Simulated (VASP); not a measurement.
# NaI (F-43m) in VASP: notebook, part 2 of 2

VASP 6.6.1. Earlier steps stand in the parts before.

## (3) Single point, LDA

The input, INCAR:

```
PREC = Accurate ; ENCUT = 500
EDIFF = 1E-6 ; ISMEAR = 0
SIGMA = 0.01 ; LREAL = F
LASPH = T ; NELM = 120
ALGO = Normal ; ISIF = 2
LWAVE = F ; LCHARG = F
NBANDS = 14 ; GGA_COMPAT = F
```

The input, KPOINTS:

```
regular mesh
0
Gamma
  2 2 2
```

The input, POSCAR:

```
NaI
1.0
    0.0000000000      3.5431916810      3.5431916810
    3.5431916810      0.0000000000      3.5431916810
    3.5431916810      3.5431916810      0.0000000000
Na I
1 1
Direct
    0.0000000000      0.0000000000      0.0000000000
    0.2500000000      0.2500000000      0.2500000000
```

Potentials or basis: VASP PAW LDA potentials, release 64 (Na_pv, I).

Run with:

```bash
$ cat potpaw_LDA.64/Na_pv/POTCAR potpaw_LDA.64/I/POTCAR > POTCAR
$ mpirun -np 1 vasp_std > vasp.out
```

OUTCAR:

```text
PREC = Accurate
   ENCUT = 500
   EDIFF = 1E-6
   ISMEAR = 0
   LREAL = F
   LASPH = T
   NELM = 120
   ISIF = 2

 ion  position               nearest neighbor table
   1  0.000  0.000  0.000-   2 3.07   2 3.07   2 3.07   2 3.07
   2  0.250  0.250  0.250-   1 3.07   1 3.07   1 3.07   1 3.07

  LATTYP: Found a face centered cubic cell.
 ALAT       =     7.0863833620

  Lattice vectors:

 A1 = (   0.0000000000,   3.5431916810,   3.5431916810)
 A2 = (   3.5431916810,   0.0000000000,   3.5431916810)
 A3 = (   3.5431916810,   3.5431916810,   0.0000000000)

Analysis of symmetry for initial positions (statically):
=====================================================================
 Subroutine PRICEL returns:
 Original cell was already a primitive cell.

 Routine SETGRP: Setting up the symmetry group for a
 face centered cubic supercell.

 Subroutine GETGRP returns: Found 24 space group operations
 (whereof 24 operations were pure point group operations)
 out of a pool of 48 trial point group operations.

The static configuration has the point symmetry T_d .

Analysis of symmetry for dynamics (positions and initial velocities):
=====================================================================
 Subroutine PRICEL returns:
 Original cell was already a primitive cell.

 Routine SETGRP: Setting up the symmetry group for a
 face centered cubic supercell.

 Subroutine GETGRP returns: Found 24 space group operations
 (whereof 24 operations were pure point group operations)
 out of a pool of 48 trial point group operations.

The dynamic configuration has the point symmetry T_d .

 Subroutine INISYM returns: Found 24 space group operations
 (whereof 24 operations are pure point group operations),
 and found     1 'primitive' translations

----------------------------------------------------------------------------------------

                                     Primitive cell

  volume of cell :      88.9639

  direct lattice vectors                    reciprocal lattice vectors
     0.000000000  3.543191681  3.543191681    -0.141115707  0.141115707  0.141115707
     3.543191681  0.000000000  3.543191681     0.141115707 -0.141115707  0.141115707
     3.543191681  3.543191681  0.000000000     0.141115707  0.141115707 -0.141115707

  length of vectors
     5.010829729  5.010829729  5.010829729     0.244419575  0.244419575  0.244419575

  position of ions in fractional coordinates (direct lattice)
     0.000000000  0.000000000  0.000000000
     0.250000000  0.250000000  0.250000000

  ion indices of the primitive-cell ions
   primitive index   ion index
                 1           1
                 2           2

----------------------------------------------------------------------------------------

 KPOINTS: regular mesh

Automatic generation of k-mesh.
 Grid dimensions read from file:
 generate k-points for:    2    2    2

 Generating k-lattice:

  Cartesian coordinates                     Fractional coordinates (reciprocal lattice)
    -0.070557854  0.070557854  0.070557854     0.500000000  0.000000000  0.000000000
     0.070557854 -0.070557854  0.070557854     0.000000000  0.500000000  0.000000000
     0.070557854  0.070557854 -0.070557854     0.000000000  0.000000000  0.500000000

  Length of vectors
     0.122209787  0.122209787  0.122209787

  Shift w.r.t. Gamma in fractional coordinates (k-lattice)
     0.000000000  0.000000000  0.000000000

 Subroutine IBZKPT returns following result:
 ===========================================

 Found      3 irreducible k-points:

 Following reciprocal coordinates:
            Coordinates               Weight
  0.000000  0.000000  0.000000      1.000000
  0.500000  0.000000  0.000000      4.000000
  0.500000  0.500000  0.000000      3.000000
   k-points           NKPTS =      3   k-points in BZ     NKDIM =      3   number of bands    NBANDS=     14
   number of dos      NEDOS =    301   number of ions     NIONS =      2
   total plane-waves  NPLWV =  64000
   dimension x,y,z NGX =    40 NGY =   40 NGZ =   40
   dimension x,y,z NGXF=    80 NGYF=   80 NGZF=   80
   ions per type =               1   1
   NGX,Y,Z   is equivalent  to a cutoff of  13.27, 13.27, 13.27 a.u.
   NGXF,Y,Z  is equivalent  to a cutoff of  26.54, 26.54, 26.54 a.u.
 SYSTEM =  unknown system
   PREC   = accura    normal or accurate (medium, high low for compatibility)
   ISTART =      0    job   : 0-new  1-cont  2-samecut
   ICHARG =      2    charge: 1-file 2-atom 10-const
   ISPIN  =      1    spin polarized calculation?
   LNONCOLLINEAR =      F non collinear calculations
   LSORBIT =      F    spin-orbit coupling
   LASPH  =      T    aspherical Exc in radial PAW
   ENCUT  =  500.0 eV  36.75 Ry    6.06 a.u.   9.14  9.14  9.14*2*pi/ulx,y,z
   NELM   =    120;   NELMIN=  2; NELMDL= -5     # of ELM steps
   EDIFF  = 0.1E-05   stopping-criterion for ELM
   LREAL  =      F    real-space projection
   EDIFFG = 0.1E-04   stopping-criterion for IOM
   NSW    =      0    number of steps for IOM
   IBRION =     -1    ionic relax: 0-MD 1-quasi-New 2-CG
   NFREE  =      0    steps in history (QN), initial steepest desc. (CG)
   ISIF   =      2    stress and relaxation
   ISYM   =      2    0-nonsym 1-usesym 2-fastsym
   POTIM  = 0.5000    time-step for ionic-motion
   TEBEG  =    0.0;   TEEND  =   0.0 temperature during run
   PSTRESS=    0.0 pullay stress
   NELECT =      14.0000    total number of electrons
   NUPDOWN=      -1.0000    fix difference up-down
   EMIN   =  10.00;   EMAX   =-10.00  energy-range for DOS
   EFERMI =   0.00;   METHOD = LEGACY
   ISMEAR =     0;   SIGMA  =   0.01  broadening in eV -4-tet -1-fermi 0-gaus
   EFERMI_NEDOS =   21; number of points for ismear=-14 and -15
   IALGO  =     38    algorithm
   IMIX   =      4    mixing-type and parameters
     AMIX     =   0.40;   BMIX     =  1.00
     AMIX_MAG =   1.60;   BMIX_MAG =  1.00
  volume/ion in A,a.u.               =      44.48       300.18
  Fermi-wavevector in a.u.,A,eV,Ry     =   0.883852  1.670238 10.628794  0.781194
  Thomas-Fermi vector in A             =   2.004674
   LORBIT       =      0    0 simple, 1 ext, 2 COOP (PROOUT), +10 PAW based schemes
   GGA     = CA    functional components
   LHFCALC =     F    Hartree Fock is set to
   AEXX    =    0.0000 exact exchange contribution
   IVDW    =     0    specifies the selected vdW correction
   LEPSILON=     F    determine dielectric tensor
   LRPA    =     F    only Hartree local field effects (RPA)
 non-spin polarized calculation
 Gauss-broadening in eV      SIGMA  =   0.01
  energy-cutoff  :      500.00
  volume of cell :       88.96
 maximum number of plane-waves:      2276
 NGX is ok and might be reduce to    40
   NGX = 19   NGY = 19   NGZ = 19

 number of electron      14.0000006 magnetization

 Free energy of the ion-electron system (eV)
  ---------------------------------------------------
  ext. energy  EPLUGINS =         0.00000000
  ---------------------------------------------------
  free energy    TOTEN  =        -5.57419161 eV

  energy without entropy =       -5.57419161  energy(sigma->0) =       -5.57419161

 E-fermi :  -1.1112     XC(G=0):  -6.8642

 val. band max:       -1.1983230498   @ k =   0.0000   0.0000   0.0000
 cond. band min:       2.2309243008   @ k =   0.0000   0.0000   0.0000
 fundamental gap:      3.4292473506
 Fermi energy:        -1.1111597711

 k-point     1 :       0.0000    0.0000    0.0000
  band No.  band energies     occupation
      1     -23.4095      2.00000
      2     -23.4095      2.00000
      3     -23.4095      2.00000
      4     -11.6686      2.00000
      5      -1.1983      2.00000
      6      -1.1983      2.00000
      7      -1.1983      2.00000
      8       2.2309      0.00000
      9       6.4485      0.00000
     10       6.4485      0.00000
     11       6.4485      0.00000
     12       8.3208      0.00000
     13       8.3208      0.00000
     14       9.3948      0.00000

 k-point     2 :       0.5000    0.0000    0.0000
  band No.  band energies     occupation
      1     -23.4121      2.00000
      2     -23.4098      2.00000
      3     -23.4098      2.00000
      4     -11.5343      2.00000
      5      -2.5019      2.00000
      6      -1.3386      2.00000
      7      -1.3386      2.00000
      8       3.8745      0.00000
      9       6.1566      0.00000
     10       6.2101      0.00000
     11       6.2101      0.00000
     12       8.9578      0.00000
     13       9.9383      0.00000
     14       9.9383      0.00000

 k-point     3 :       0.5000    0.5000    0.0000
  band No.  band energies     occupation
      1     -23.4123      2.00000
      2     -23.4103      2.00000
      3     -23.4103      2.00000
      4     -11.4908      2.00000
      5      -2.4016      2.00000
      6      -1.6202      2.00000
      7      -1.6202      2.00000
      8       3.6382      0.00000
      9       4.7061      0.00000
     10       7.4965      0.00000
     11       8.8750      0.00000
     12       8.8750      0.00000
     13      10.3497      0.00000
     14      10.4500      0.00000

------------------------ aborting loop because EDIFF is reached ----------------------------------------

  FORCE on cell =-STRESS in cart. coord.  units (eV):
  Direction    XX          YY          ZZ          XY          YZ          ZX
  --------------------------------------------------------------------------------------
  -------------------------------------------------------------------------------------
  Total       -0.0590594     -0.0590594     -0.0590594     -0.0000000      0.0000000      0.0000000
  in kB       -1.0636183     -1.0636183     -1.0636183     -0.0000000      0.0000000      0.0000000
  external PRESSURE =      -1.0636183 kB  Pullay stress =       0.0000000 kB

 VOLUME and BASIS-vectors are now :
 -----------------------------------------------------------------------------
  energy-cutoff  :      500.00
  volume of cell :       88.96
      direct lattice vectors                 reciprocal lattice vectors
     0.000000000  3.543191681  3.543191681    -0.141115707  0.141115707  0.141115707
     3.543191681  0.000000000  3.543191681     0.141115707 -0.141115707  0.141115707
     3.543191681  3.543191681  0.000000000     0.141115707  0.141115707 -0.141115707

 POSITION                                       TOTAL-FORCE (eV/Angst)
 -----------------------------------------------------------------------------------
      0.00000      0.00000      0.00000         0.000000      0.000000      0.000000
      1.77160      1.77160      1.77160        -0.000000     -0.000000     -0.000000
 -----------------------------------------------------------------------------------
    total drift:                                0.000000      0.000000      0.000000

  FREE ENERGIE OF THE ION-ELECTRON SYSTEM (eV)
  ---------------------------------------------------
  free  energy   TOTEN  =        -5.5741916070 eV

  energy  without entropy=       -5.5741916070  energy(sigma->0) =       -5.57419161
```

It took 11 s on 1 thread of AMD EPYC, shared host; peak memory 0.15 GiB.

Results:

```yaml
Free_energy: -5.5742 eV
Pressure: -0.1 GPa
Band_gap_on_the_k_mesh: 3.43 eV
```

Levels at points of the mesh, in eV from the valence-band top:
| k point | band 5 | band 6 | band 7 | band 8 | band 9 | band 10 |
| --- | --- | --- | --- | --- | --- | --- |
| (0.00, 0.00, 0.00) | 0.00 | 0.00 | 0.00 | 3.43 | 7.65 | 7.65 |
| (0.50, 0.00, 0.00) | -1.30 | -0.14 | -0.14 | 5.07 | 7.35 | 7.41 |
| (0.50, 0.50, 0.00) | -1.20 | -0.42 | -0.42 | 4.84 | 5.90 | 8.69 |

Caveat: the k points lie up to 0.77 Å⁻¹ apart; spin-orbit coupling is left out, which moves the levels of the heavy elements.

## (4) Single point, LDA

The input, INCAR:

```
SYSTEM = NaI
PREC     = Accurate       ! precision mode
ENCUT    = 500            ! plane-wave cutoff, eV
EDIFF    = 1E-6           ! SCF threshold, eV
ISMEAR   = 0              ! smearing method
SIGMA    = 0.01           ! smearing width, eV
LREAL    = .False.        ! projectors in reciprocal space
LASPH    = .True.         ! aspherical terms in the spheres
NELM     = 120            ! most SCF steps
ALGO     = Normal         ! electronic algorithm
ISIF     = 2              ! what is computed and relaxed
LWAVE    = .False.        ! write WAVECAR
LCHARG   = .False.        ! write CHGCAR
GGA      = CA             ! functional
NBANDS   = 14             ! bands
GGA_COMPAT= .False.
```

The input, KPOINTS:

```
Automatic mesh
0
Gamma
  2 2 2
  0 0 0
```

POSCAR is that of step 3.

Run with:

```bash
$ cat potpaw_LDA.64/Na_pv/POTCAR potpaw_LDA.64/I/POTCAR > POTCAR
$ mpirun -np 1 vasp_std > vasp.out
```

Run time: 11 s. Hardware: 1 thread of AMD EPYC, shared host; peak memory 0.15 GiB.

It converged, with:

```
Free energy            : -5.5742 eV
Pressure               : -0.1 GPa
Band gap on the k mesh : 3.43 eV
```

Levels at points of the mesh, in eV from the valence-band top:
| k point | band 4 | band 5 | band 6 | band 7 | band 8 | band 9 | band 10 | band 11 |
| --- | --- | --- | --- | --- | --- | --- | --- | --- |
| (0.00, 0.00, 0.00) | -10.47 | 0.00 | 0.00 | 0.00 | 3.43 | 7.65 | 7.65 | 7.65 |
| (0.50, 0.00, 0.00) | -10.34 | -1.30 | -0.14 | -0.14 | 5.07 | 7.35 | 7.41 | 7.41 |
| (0.50, 0.50, 0.00) | -10.29 | -1.20 | -0.42 | -0.42 | 4.84 | 5.90 | 8.69 | 10.07 |

Caveat: the k points lie up to 0.77 Å⁻¹ apart; spin-orbit coupling is left out, which moves the levels of the heavy elements.

## (5) Single point, HSE06

POSCAR is that of step 4.

The input, INCAR.step1:

```
SYSTEM = NaI
PREC     = Accurate       ! precision mode
ENCUT    = 400            ! plane-wave cutoff, eV
EDIFF    = 1E-5           ! SCF threshold, eV
ISMEAR   = 0              ! smearing method
SIGMA    = 0.01           ! smearing width, eV
LREAL    = .FALSE.        ! projectors in reciprocal space
LASPH    = .TRUE.         ! aspherical terms in the spheres
NELM     = 120            ! most SCF steps
ALGO     = Normal         ! electronic algorithm
ISIF     = 2              ! what is computed and relaxed
LWAVE    = .TRUE.         ! write WAVECAR
LCHARG   = .FALSE.        ! write CHGCAR
GGA      = PE             ! functional
NBANDS   = 14             ! bands
GGA_COMPAT= .FALSE.
```

The input, INCAR.step2:

```
SYSTEM = NaI
PREC     = Accurate       ! precision mode
ENCUT    = 400            ! plane-wave cutoff, eV
EDIFF    = 1E-6           ! SCF threshold, eV
ISMEAR   = 0              ! smearing method
SIGMA    = 0.01           ! smearing width, eV
LREAL    = .FALSE.        ! projectors in reciprocal space
LASPH    = .TRUE.         ! aspherical terms in the spheres
NELM     = 120            ! most SCF steps
ALGO     = Normal         ! electronic algorithm
ISIF     = 2              ! what is computed and relaxed
LWAVE    = .FALSE.        ! write WAVECAR
LCHARG   = .FALSE.        ! write CHGCAR
GGA      = PE             ! functional
LHFCALC  = .TRUE.         ! exact exchange
HFSCREEN = 0.2079         ! screening, 1/A
PRECFOCK = Normal       
ISTART   = 1            
NBANDS   = 14             ! bands
GGA_COMPAT= .FALSE.
```

The input, KPOINTS:

```
regular mesh
0
G
  2 2 2
  0 0 0
```

Potentials or basis: VASP PAW PBE potentials, release 64 (Na_pv, I).

Run with:

```bash
$ cat potpaw_PBE.64/Na_pv/POTCAR potpaw_PBE.64/I/POTCAR > POTCAR
$ cp INCAR.step1 INCAR
$ mpirun -np 1 vasp_std > vasp.out
$ cp INCAR.step2 INCAR
$ mpirun -np 1 vasp_std > vasp.out
```

Run time: 76 s. Hardware: 1 thread of AMD EPYC, shared host; peak memory 0.27 GiB.

The run converged. Its results:

| Quantity | Value |
| --- | --- |
| Free energy | -6.0263 eV |
| Pressure | 0.7 GPa |
| Band gap on the k mesh | 4.83 eV |

Levels at points of the mesh, in eV from the valence-band top:
```csv
k point,band 3,band 4,band 5,band 6,band 7,band 8,band 9,band 10,band 11,band 12
"(0.00, 0.00, 0.00)",-24.49,-11.26,0.00,0.00,0.00,4.83,9.01,9.01,9.01,10.84
"(0.50, 0.00, 0.00)",-24.49,-11.11,-1.26,-0.14,-0.14,6.46,8.73,8.73,8.75,11.68
"(0.50, 0.50, 0.00)",-24.49,-11.07,-1.16,-0.41,-0.41,6.12,7.25,10.21,11.62,11.62
```

Caveat: the k points lie up to 0.77 Å⁻¹ apart; the PAW data sets were made with another functional, which shifts forces and pressure a little; spin-orbit coupling is left out, which moves the levels of the heavy elements.
